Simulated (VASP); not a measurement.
A run of VASP 6.6.1 is set up as follows.

The input POSCAR:

```
Zr2N
1.0
    5.2545408803      0.0000000000      0.0000000000
    0.0000000000      5.2545408803      0.0000000000
    0.0000000000      0.0000000000      3.3004444795
Zr N
4 2
Direct
    0.2965720823      0.2965720823      0.0000000000
    0.7034279177      0.7034279177      0.0000000000
    0.7965720823      0.2034279177      0.5000000000
    0.2034279177      0.7965720823      0.5000000000
    0.0000000000      0.0000000000      0.0000000000
    0.5000000000      0.5000000000      0.5000000000
```

Contents of INCAR.step1:

```
SYSTEM = Zr2N
PREC = Accurate
ENCUT = 520
ISMEAR = 0
SIGMA = 0.15
LREAL = .False.
LASPH = .True.
NELM = 80
NBANDS = 38
GGA = PE
ALGO = Normal
EDIFF = 1E-4
LWAVE = .True.
LCHARG = .False.
```

The input INCAR.step2:

```
SYSTEM = Zr2N
PREC = Accurate
ENCUT = 520
EDIFF = 1E-6
ISMEAR = 0
SIGMA = 0.15
LREAL = .False.
LASPH = .True.
NELM = 80
ALGO = Normal
ISIF = 2
LWAVE = .False.
LCHARG = .True.
METAGGA = R2SCAN
LMIXTAU = .True.
LELF = .True.
LVHAR = .True.
NBANDS = 38
ISTART = 1
```

The input KPOINTS:

```
regular mesh
0
Gamma
  10 10 14
  0 0 0
```

Potentials or basis: VASP PAW PBE potentials, release 64 (Zr_sv, N).

Command:

```sh
$ cat potpaw_PBE.64/Zr_sv/POTCAR potpaw_PBE.64/N/POTCAR > POTCAR
$ cp INCAR.step1 INCAR
$ mpirun -np 1 vasp_std > vasp.out
$ cp INCAR.step2 INCAR
$ mpirun -np 1 vasp_std > vasp.out
```

(1) Predict the band gap on the k mesh.

(2) Predict the pressure.

(3) What does it give for the largest force?

Results:

(1) zero (bands 29 and 30 overlap by 2.69 eV).

(2) 12.8 GPa.

(3) 0.189 eV/Å.

Caveat: the cell differs from its parent crystal (strain -0.030 along x and y, +0.000 along z); the stress differs along the axes, from 8 to 15 GPa; the PAW data sets were made with another functional, which shifts forces and pressure a little.
